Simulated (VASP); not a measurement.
Write the native input for VASP 6.6.1 that does the following.

| Item | Value |
| --- | --- |
| Task | relaxation of cell and atoms |
| Functional | PBE |
| Potentials or basis | VASP PAW PBE potentials, release 64 (Cs_sv, Hg, S) |
| Cutoff | 600 eV |
| k mesh | 10 × 10 × 10 |
| Occupations | gaussian, width 0.1 eV |
| Spin | no spin polarisation |
| Dipole correction | no |
| Further INCAR settings | ALGO = Normal; EDIFF = 1e-07; IBRION = 2; EDIFFG = -0.01; NSW = 100; ISIF = 3 |

The structure of CsHgS lies in POSCAR:

```
CsHgS
1.0
    5.3098111960      0.0000000000      0.0000000000
    0.0000000000      5.3098111960      0.0000000000
    0.0000000000      0.0000000000      5.0870674263
Cs Hg S
1 1 1
Direct
    0.0000000000      0.0000000000      0.5000000000
    0.5000000000      0.5000000000      0.5000000000
    0.5000000000      0.5000000000      0.0000000000
```

The cell was generated, and may not be a known phase.

One way to write it, as run:

INCAR

```
PREC = Accurate
ENCUT = 600
EDIFF = 1E-7
ISMEAR = 0
SIGMA = 0.1
LREAL = False
LASPH = True
NELM = 100
ALGO = Normal
ISIF = 3
LWAVE = False
LCHARG = False
GGA = PE
IBRION = 2
NSW = 100
EDIFFG = -0.01
```

KPOINTS

```
Automatic mesh
0
Gamma
  10 10 10
```

Potentials or basis: VASP PAW PBE potentials, release 64 (Cs_sv, Hg, S).

Run with:

```sh
$ cat potpaw_PBE.64/Cs_sv/POTCAR potpaw_PBE.64/Hg/POTCAR potpaw_PBE.64/S/POTCAR > POTCAR
$ mpirun -np 1 vasp_std > vasp.out
```

It gave:

* Relaxed volume: 47.91 Å³/atom
* Relaxed cell: a = 5.326 Å, b = 5.326 Å, c = 5.067 Å, α = 90.00°, β = 90.00°, γ = 90.00°
* Space group after relaxing (to 0.1 Å): P4/mmm (No. 123)
* Energy gained by relaxing: 0.4 meV/atom
* Ionic steps: 5
* Pressure after relaxing: 0.0 GPa
* Band gap on the k mesh: zero (an odd number of electrons rules out a gap without spin polarisation)

Caveat: spin-orbit coupling is left out, which moves the levels of the heavy elements.

Wall time 28 min on 1 thread of Intel Xeon 8259CL (shared host), peak memory 0.62 GiB.
